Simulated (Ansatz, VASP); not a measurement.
**Li2S in VASP and in Ansatz**

The input POSCAR:

```
Li2S
1.0
    0.0000000000      2.8452943747      2.8452943747
    2.8452943747      0.0000000000      2.8452943747
    2.8452943747      2.8452943747      0.0000000000
Li S
2 1
Direct
    0.2500000000      0.2500000000      0.2500000000
    0.7500000000      0.7500000000      0.7500000000
    0.0000000000      0.0000000000      0.0000000000
```

Contents of INCAR.step1:

```
  PREC = Accurate
  ENCUT = 650
  EDIFF = 1E-5
  ISMEAR = 0
  SIGMA = 0.01
  LREAL = F
  LASPH = T
  NELM = 120
  ALGO = Normal
  ISIF = 2
  LWAVE = T
  LCHARG = F
  GGA = PE
  NBANDS = 13
  GGA_COMPAT = F
```

INCAR.step2

```
  PREC = Accurate
  ENCUT = 650
  EDIFF = 1E-6
  ISMEAR = 0
  SIGMA = 0.01
  LREAL = F
  LASPH = T
  NELM = 120
  ALGO = Normal
  ISIF = 2
  LWAVE = F
  LCHARG = F
  GGA = PE
  LHFCALC = T
  AEXX = 0.75
  PRECFOCK = Normal
  ISTART = 1
  NBANDS = 13
  GGA_COMPAT = F
```

The input KPOINTS:

```
regular mesh
0
Gamma
  4 4 4
```

Input for Ansatz:

```yaml
crystal:
  lattice:
    - [0.0, 2.8452943747, 2.8452943747]
    - [2.8452943747, 0.0, 2.8452943747]
    - [2.8452943747, 2.8452943747, 0.0]
  atoms:
    - { symbol: Li, position: [0.25, 0.25, 0.25] }
    - { symbol: Li, position: [0.75, 0.75, 0.75] }
    - { symbol: S, position: [0.0, 0.0, 0.0] }
kpoints:
  mp_grid: { grid: [4, 4, 4] }
hamiltonian:
  xc: { exchange: pbe, correlation: pbe, exx: { coeff: 0.75 } }
scf:
  occupations: { method: fixed }
  n_extra_bands: 4
output:
  forces: true
  stress: true
  eigenvalues: true
```

Alike in both runs: task single point; functional PBE-based global hybrid; k mesh 4 × 4 × 4; no spin polarisation.

|  | VASP | Ansatz |
| --- | --- | --- |
| version | VASP 6.6.1 | Ansatz 0.2.0 |
| potentials or method | VASP PAW PBE potentials, release 64 (Li_sv, S) | plane waves |
| plane-wave cutoff (eV) | 650 | 420 |
| occupations | gaussian, width 0.01 eV | fixed |
| valence electrons in the cell | 12 | 12 |

VASP gave:

- gap on the k mesh at the Fermi level (eV): 8.51
- pressure (GPa): -2.4

What did Ansatz give for the same quantities?

gap on the k mesh at the Fermi level (eV): 8.45; pressure (GPa): -1.7.

VASP's potentials were made for PBE, not for PBE-based global hybrid. Ansatz's warnings: stress exchange threshold loose, stress scf threshold loose.

The k mesh is coarse, so the values compare programs but aren't converged.
